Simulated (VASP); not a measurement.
Wanted: the native input for a VASP 6.6.1 run.

```
Task                   : single point
Functional             : LDA
Potentials or basis    : VASP PAW LDA potentials, release 64 (Bi_d)
Cutoff                 : 520 eV
k mesh                 : 9 × 9 × 9
Occupations            : fermi-dirac, width 0.05 eV
Spin                   : collinear spin, ferromagnetic start
Starting moments       : [0.5] μB
Dipole correction      : no
Further INCAR settings : ALGO = Normal; EDIFF = 1e-06; NBANDS = 18
```

The structure of Bi lies in POSCAR:

```
Bi
1.0
   -1.9814305318      1.9814305318      1.9814305318
    1.9814305318     -1.9814305318      1.9814305318
    1.9814305318      1.9814305318     -1.9814305318
Bi
1
Direct
    0.0000000000      0.0000000000      0.0000000000
```

The input as run:

INCAR

```
PREC     = Accurate       # precision mode
ENCUT    = 520            # plane-wave cutoff, eV
EDIFF    = 1E-6           # SCF threshold, eV
ISMEAR   = -1             # smearing method
SIGMA    = 0.05           # smearing width, eV
LREAL    = F              # projectors in reciprocal space
LASPH    = T              # aspherical terms in the spheres
NELM     = 150            # most SCF steps
ALGO     = Normal         # electronic algorithm
ISIF     = 2              # what is computed and relaxed
LWAVE    = F              # write WAVECAR
LCHARG   = T              # write CHGCAR
ISPIN    = 2              # spin polarisation
MAGMOM   = 0.5            # initial moments
LORBIT   = 11             # projections on sites
LELF     = T              # ELF
LVHAR    = T            
NBANDS   = 18             # bands
```

KPOINTS

```
regular mesh
0
Gamma
  9 9 9
```

Potentials or basis: VASP PAW LDA potentials, release 64 (Bi_d).

Run with:

```console
$ cat potpaw_LDA.64/Bi_d/POTCAR > POTCAR
$ mpirun -np 1 vasp_std > vasp.out
```

Results of the run:

```json
{
  "Pressure": "-3.2 GPa",
  "Net moment": "0.00 μB per cell",
  "Valence electrons inside the program's atomic spheres": "Bi 12.74"
}
```

Wall time 72 s on 1 thread of Intel(R) Xeon(R) Platinum 8259CL CPU @ 2.50GHz (Skylake/Cascade Lake), on a shared host, peak memory 0.16 GiB.
